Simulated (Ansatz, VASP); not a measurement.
One calculation of TiAl3, two programs

The input INCAR:

```
PREC = Accurate
ENCUT = 600
EDIFF = 1E-6
ISMEAR = 0
SIGMA = 0.1
LREAL = False
LASPH = True
NELM = 100
ALGO = Normal
ISIF = 3
LWAVE = False
LCHARG = False
GGA = PE
IBRION = 2
NSW = 90
EDIFFG = -0.04
```

The input KPOINTS:

```
regular mesh
0
Gamma
  6 6 2
```

The input POSCAR:

```
TiAl3
1.0
    2.9198948800      0.0000000000      0.0000000000
   -1.4599474400      2.5287031400      0.0000000000
    0.0000000000      0.0000000000     14.0491837800
Ti Al
2 6
Direct
    0.0000000000      0.0000000000      0.0000000000
    0.0000000000      0.0000000000      0.5000000000
    0.3333333300      0.6666666700      0.0888872600
    0.6666666700      0.3333333300      0.5888872600
    0.3333333300      0.6666666700      0.4111127400
    0.6666666700      0.3333333300      0.9111127400
    0.3333333300      0.6666666700      0.7500000000
    0.6666666700      0.3333333300      0.2500000000
```

Input for Ansatz:

```yaml
crystal:
  lattice:
    - [2.91989488, 0.0, 0.0]
    - [-1.45994744, 2.52870314, 0.0]
    - [0.0, 0.0, 14.04918378]
  atoms:
    - { symbol: Ti, position: [0.0, 0.0, 0.0] }
    - { symbol: Ti, position: [0.0, 0.0, 0.5] }
    - { symbol: Al, position: [0.33333333, 0.66666667, 0.08888726] }
    - { symbol: Al, position: [0.66666667, 0.33333333, 0.58888726] }
    - { symbol: Al, position: [0.33333333, 0.66666667, 0.41111274] }
    - { symbol: Al, position: [0.66666667, 0.33333333, 0.91111274] }
    - { symbol: Al, position: [0.33333333, 0.66666667, 0.75] }
    - { symbol: Al, position: [0.66666667, 0.33333333, 0.25] }
basis:
  ecutwfc: 420
kpoints:
  mp_grid: { grid: [6, 6, 2] }
hamiltonian:
  xc: pbe
scf:
  occupations: { method: gaussian, width: 0.1 }
  lower_state_search: "off"
output:
  forces: true
  stress: true
  eigenvalues: true
relax:
  adjacent_minimum: "off"
  f_tol: 0.04
  max_steps: 70
  cell: { stress_tol: 0.4 }
```

Change from the starting cell: species swapped into the Co3H type (P6_3/mmc, No. 194).

Alike in both runs: task relaxation of cell and atoms; functional PBE; k mesh 6 × 6 × 2; occupations gaussian, width 0.1 eV; no spin polarisation.

|  | VASP | Ansatz |
| --- | --- | --- |
| version | VASP 6.6.1 | Ansatz 0.2.0 |
| potentials or method | VASP PAW PBE potentials, release 64 (Ti_sv, Al), cutoff 600 eV | scalar-relativistic, plane waves, PAW |
| valence electrons in the cell | 42 | 42 |

|  | VASP | Ansatz | Ansatz less VASP |
| --- | --- | --- | --- |
| gap on the k mesh at the Fermi level, each at its own relaxed structure (eV) | none | none | - |
| relaxed volume (Å³/atom) | 16.71 | 16.73 | +0.018 |
| relaxed cell length with the largest relative difference (Å) | 18.293 | 18.313 | +0.0197 |

A gap of «none» marks a metal or a gap that the smearing closes.

The k mesh is coarse, so the values compare programs but aren't converged. Noted on VASP's run: the volume moved by over 15 % at a fixed basis, so the end points are rough.
